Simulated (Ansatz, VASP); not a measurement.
**Two plane-wave programs on AlN**

Contents of INCAR:

```
SYSTEM = AlN
ALGO = Normal
EDIFF = 1E-6
ENCUT = 600
GGA = RP
GGA_COMPAT = .False.
ISIF = 2
ISMEAR = 0
LASPH = .True.
LCHARG = .True.
LELF = .True.
LREAL = .False.
LVHAR = .True.
LWAVE = .False.
NBANDS = 11
NELM = 120
PREC = Accurate
SIGMA = 0.01
```

The input KPOINTS:

```
k-points
0
Gamma
  8 8 8
  0 0 0
```

File POSCAR:

```
AlN
1.0
    0.0000000000      1.9690000000      1.9690000000
    1.9690000000      0.0000000000      1.9690000000
    1.9690000000      1.9690000000      0.0000000000
Al N
1 1
Direct
    0.0000000000      0.0000000000      0.0000000000
    0.5000000000      0.5000000000      0.5000000000
```

Input for Ansatz:

```yaml
crystal:
  lattice:
    bravais: fcc
    a: 3.938
  space_group: 225
  atoms:
    - { symbol: Al, position: [0.0, 0.0, 0.0] }
    - { symbol: "N", position: [0.5, 0.0, 0.0] }
  reduce_to_primitive: true
kpoints:
  mp_grid:
    grid: [8, 8, 8]
hamiltonian:
  xc: rpbe
scf:
  occupations:
    method: fixed
output:
  stress: true
  eigenvalues: true
```

Alike in both runs: task single point; functional RPBE; k mesh 8 × 8 × 8; no spin polarisation.

```csv
,VASP,Ansatz
version,VASP 6.6.1,Ansatz 0.2.0
potentials or method,"VASP PAW PBE potentials, release 64 (Al, N)","plane waves, PAW"
plane-wave cutoff (eV),600,420
occupations,"gaussian, width 0.01 eV",fixed
valence electrons in the cell,8,8
```

|  | VASP | Ansatz | Ansatz less VASP |
| --- | --- | --- | --- |
| gap on the k mesh at the Fermi level (eV) | 5.16 | 5.17 | +0.006 |

VASP's potentials were made for PBE, not for RPBE.
